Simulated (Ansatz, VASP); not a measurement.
# Two plane-wave programs on CO2

```xyz
12
Lattice="5.5796 0.0000 0.0000 0.0000 5.5796 0.0000 0.0000 0.0000 5.9981" Properties=species:S:1:pos:R:3 pbc="T T T"
C     0.0000    0.0000    0.0000
C     2.7898    0.0000    2.9990
C     2.7898    2.7898    0.0000
C     0.0000    2.7898    2.9990
O     0.6220    0.6220    0.6687
O     2.1678    4.9576    3.6677
O     3.4118    2.1678    5.3294
O     4.9576    3.4118    2.3304
O     4.9576    4.9576    5.3294
O     3.4118    0.6220    2.3304
O     2.1678    3.4118    0.6687
O     0.6220    2.1678    3.6677
```

Alike in both runs: task single point; functional PBE; k mesh 4 × 4 × 4; occupations gaussian, width 0.05 eV; no spin polarisation.

|  | VASP | Ansatz |
| --- | --- | --- |
| version | VASP 6.6.1 | Ansatz 0.2.0 |
| potentials or method | VASP PAW PBE potentials, release 64 (C, O), cutoff 520 eV | scalar-relativistic, plane waves, PAW |
| valence electrons in the cell | 64 | 64 |

Ansatz gave:

| Quantity | Value |
| --- | --- |
| gap on the k mesh at the Fermi level (eV) | 7.17 |
| least direct gap on the mesh (eV) | 7.17 |
| pressure (GPa) | 21.3 |
| traceless stress, the component that is largest in VASP (GPa) | 1.73 |
| rms of the force components (eV/Å) | 3.861 |

Q: Which values does VASP return?

A: gap on the k mesh at the Fermi level (eV): 7.16; least direct gap on the mesh (eV): 7.16; pressure (GPa): 23.5; traceless stress, the component that is largest in VASP (GPa): 1.97; rms of the force components (eV/Å): 4.345.

Atom by atom the forces differ by 0.484 eV/Å (rms over components). With one functional, cell and mesh, what is left measures potentials, basis and numerics.

Noted on VASP's run: the standard files for N, O and F lose accuracy on very short bonds.
